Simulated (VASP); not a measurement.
The system is MoH3.

```
H Mo
1.0
     3.68897    0.00000    0.00000
    -1.84449    3.19475    0.00000
     0.00000    0.00000    3.75356
H Mo
3 1
Direct
  0.33333 0.66667 0.63974
  0.66667 0.33333 0.36026
  0.00000 0.00000 0.50000
  0.00000 0.00000 0.00000
```

The cell was generated, and may not be a known phase.

| Quantity | Value |
| --- | --- |
| Program | VASP 6.6.1 |
| Task | relaxation of cell and atoms |
| Functional | PBE |
| Potentials or basis | VASP PAW PBE potentials, release 64 (H, Mo_sv) |
| Cutoff | 600 eV |
| k mesh | 6 × 6 × 4 |
| Occupations | gaussian, width 0.1 eV |
| Spin | no spin polarisation |

At the start: pressure -28.5 GPa; volume 11.06 Å³/atom.

Q: How do energy, volume and symmetry change on relaxing?

A: Over 14 steps the energy falls by 1067.6 meV/atom and the volume is 7.06 Å³/atom (-36.1 %); space group P-3m1 (No. 164, to 0.1 Å) before and after.

The path:
| step | energy change (eV) | largest force (eV/Å) | pressure (GPa) | volume (Å³) |
| --- | --- | --- | --- | --- |
| 1 | 0.0000 | 1.7994 | -28.54 | 44.24 |
| 2 | -2.3109 | 1.8368 | -21.75 | 32.78 |
| 3 | -3.0728 | 1.5246 | 2.70 | 26.53 |
| 4 | -3.0839 | 1.4029 | 11.79 | 25.35 |
| 5 | -3.5768 | 0.0433 | 46.29 | 22.52 |
| 6 | -3.6689 | 0.5343 | 32.91 | 23.25 |
| 7 | -4.1639 | 0.6816 | -2.57 | 27.42 |
| 8 | -4.1645 | 0.6877 | -3.48 | 27.58 |
| 9 | -4.2151 | 0.4262 | -0.61 | 27.48 |
| 10 | -4.2308 | 0.1929 | 2.24 | 27.39 |
| 11 | -4.2518 | 0.1520 | 0.26 | 27.85 |
| 12 | -4.2643 | 0.1122 | -2.61 | 28.60 |
| 13 | -4.2700 | 0.0409 | 1.12 | 28.15 |
| 14 | -4.2705 | 0.0071 | 0.26 | 28.25 |

Final structure:
```
H Mo
1.0
     2.93435    0.00000    0.00000
    -1.46718    2.54122    0.00000
     0.00000    0.00000    3.78830
H Mo
3 1
Direct
  0.33333 0.66667 0.77791
  0.66667 0.33333 0.22209
  0.00000 0.00000 0.50000
  0.00000 0.00000 0.00000
```

Caveat: the k points lie up to 0.41 Å⁻¹ apart in the final cell, too coarse for converged energies and pressures of a metal; the volume moved by over 15 % at a fixed basis, so the end points are rough; an odd number of electrons without spin polarisation forces a metal; a magnetic or distorted state may lie lower.
